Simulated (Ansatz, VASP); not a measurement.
## MnO: VASP beside Ansatz

Contents of POSCAR:

```
MnO
1.0
    0.0000000000      2.2089816980      2.2089816980
    2.2089816980      0.0000000000      2.2089816980
    2.2089816980      2.2089816980      0.0000000000
Mn O
1 1
Direct
    0.0000000000      0.0000000000      0.0000000000
    0.5000000000      0.5000000000      0.5000000000
```

INCAR.step1

```
SYSTEM = MnO
PREC = Accurate ; ENCUT = 520
EDIFF = 1E-5 ; ISMEAR = -1
SIGMA = 0.05 ; LREAL = .FALSE.
LASPH = .TRUE. ; NELM = 150
ALGO = Normal ; ISIF = 2
LWAVE = .TRUE. ; LCHARG = .FALSE.
ISPIN = 2 ; MAGMOM = 4 0
LORBIT = 11 ; LMAXMIX = 4
GGA = PE ; NBANDS = 20
KPAR = 4
```

Contents of INCAR.step2:

```
SYSTEM = MnO
PREC = Accurate ; ENCUT = 520
EDIFF = 1E-7 ; ISMEAR = -1
SIGMA = 0.05 ; LREAL = .FALSE.
LASPH = .TRUE. ; NELM = 150
ALGO = Normal ; ISIF = 2
LWAVE = .FALSE. ; LCHARG = .FALSE.
ISPIN = 2 ; MAGMOM = 4 0
LORBIT = 11 ; LMAXMIX = 4
GGA = PE ; LHFCALC = .TRUE.
HFSCREEN = 0.2079 ; PRECFOCK = Normal
ISTART = 1 ; NBANDS = 20
KPAR = 4
```

Contents of KPOINTS:

```
regular mesh
0
G
  6 6 6
  0 0 0
```

input

```
crystal:
  lattice:
    - [0.0, 2.208981698, 2.208981698]
    - [2.208981698, 0.0, 2.208981698]
    - [2.208981698, 2.208981698, 0.0]
  atoms:
    - { symbol: Mn, position: [0.0, 0.0, 0.0], spin: 4.0 }
    - { symbol: O, position: [0.5, 0.5, 0.5] }
hamiltonian:
  xc: hse06
  pseudopotentials: { kind: paw }
magnetization:
  spin_polarized: true
kpoints:
  mp_grid: { grid: [6, 6, 6] }
scf:
  occupations: { method: fermi_dirac, width: 0.05 }
output:
  forces: true
  stress: true
  eigenvalues: true
```

Alike in both runs: task single point; functional HSE06; k mesh 6 × 6 × 6; occupations fermi-dirac, width 0.05 eV; collinear spin.

|  | VASP | Ansatz |
| --- | --- | --- |
| version | VASP 6.6.1 | Ansatz 0.2.0 |
| potentials or method | VASP PAW PBE potentials, release 64 (Mn_pv, O) | Ansatz PAW |
| plane-wave cutoff (eV) | 520 | 420 |
| valence electrons in the cell | 19 | 21 |

|  | VASP | Ansatz | Ansatz less VASP |
| --- | --- | --- | --- |
| gap on the k mesh at the Fermi level (eV) | 1.28 | 1.28 | -0.002 |
| least direct gap on the mesh (eV) | 4.21 | 4.22 | +0.007 |
| pressure (GPa) | 5.0 | 4.3 | -0.67 |
| net moment per atom (μB) | 2.50 | 2.50 | +0.001 |
| size of the moment on the site where the two differ most (μB) | 4.58 | 4.29 | -0.291 |

Site moments also hang on the region over which each program counts them. The functional is the same, so the differences come from potentials, cutoffs and numerics. VASP's potentials hold 19 valence electrons a cell and Ansatz's 21, so a difference there can come from the potentials and not from the codes.

Noted on Ansatz's run: the magnetic or orbital state may not be the lowest.
